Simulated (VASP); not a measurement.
A run of VASP 6.6.1 is set up as follows.

File POSCAR:

```
Ir
1.0
    4.8773957365      0.0000000000      0.0000000000
    0.0000000000      4.8773957365      0.0000000000
    0.0000000000      0.0000000000      4.8773957365
Ir
8
Direct
    0.5000000000      0.5000000000      0.5000000000
    0.0000000000      0.0000000000      0.0000000000
    0.2500000000      0.0000000000      0.5000000000
    0.5000000000      0.2500000000      0.0000000000
    0.5000000000      0.7500000000      0.0000000000
    0.7500000000      0.0000000000      0.5000000000
    0.0000000000      0.5000000000      0.7500000000
    0.0000000000      0.5000000000      0.2500000000
```

File INCAR.step1:

```
SYSTEM = Ir
PREC     = Accurate       ! precision mode
ENCUT    = 550            ! plane-wave cutoff, eV
ISMEAR   = 0              ! smearing method
SIGMA    = 0.1            ! smearing width, eV
LREAL    = .False.        ! projectors in reciprocal space
LASPH    = .True.         ! aspherical terms in the spheres
NELM     = 120            ! most SCF steps
NBANDS   = 78             ! bands
GGA      = PE             ! functional
ALGO     = Normal         ! electronic algorithm
EDIFF    = 1E-5           ! SCF threshold, eV
LWAVE    = .True.         ! write WAVECAR
LCHARG   = .False.        ! write CHGCAR
GGA_COMPAT= .False.
```

Contents of INCAR.step2:

```
SYSTEM = Ir
PREC     = Accurate       ! precision mode
ENCUT    = 550            ! plane-wave cutoff, eV
EDIFF    = 1E-6           ! SCF threshold, eV
ISMEAR   = 0              ! smearing method
SIGMA    = 0.1            ! smearing width, eV
LREAL    = .False.        ! projectors in reciprocal space
LASPH    = .True.         ! aspherical terms in the spheres
NELM     = 120            ! most SCF steps
ALGO     = Normal         ! electronic algorithm
ISIF     = 2              ! what is computed and relaxed
LWAVE    = .False.        ! write WAVECAR
LCHARG   = .False.        ! write CHGCAR
METAGGA  = R2SCAN         ! meta-GGA
LMIXTAU  = .True.       
NBANDS   = 78             ! bands
ISTART   = 1            
GGA_COMPAT= .False.
```

The input KPOINTS:

```
regular mesh
0
Gamma
  4 4 4
  0 0 0
```

Potentials or basis: VASP PAW PBE potentials, release 64 (Ir_sv_GW).

Run with:

```sh
$ cat potpaw_PBE.64/Ir_sv_GW/POTCAR > POTCAR
$ cp INCAR.step1 INCAR
$ mpirun -np 1 vasp_std > vasp.out
$ cp INCAR.step2 INCAR
$ mpirun -np 1 vasp_std > vasp.out
```

(1) Estimate the pressure.

(2) What does it give for the band gap on the k mesh?

Results:

(1) 4.9 GPa.

(2) zero (bands 68 and 69 overlap by 0.55 eV).

Caveat: the cell stands under pressure; the PAW data sets were made with another functional, which shifts forces and pressure a little; spin-orbit coupling is left out, which moves the levels of the heavy elements.
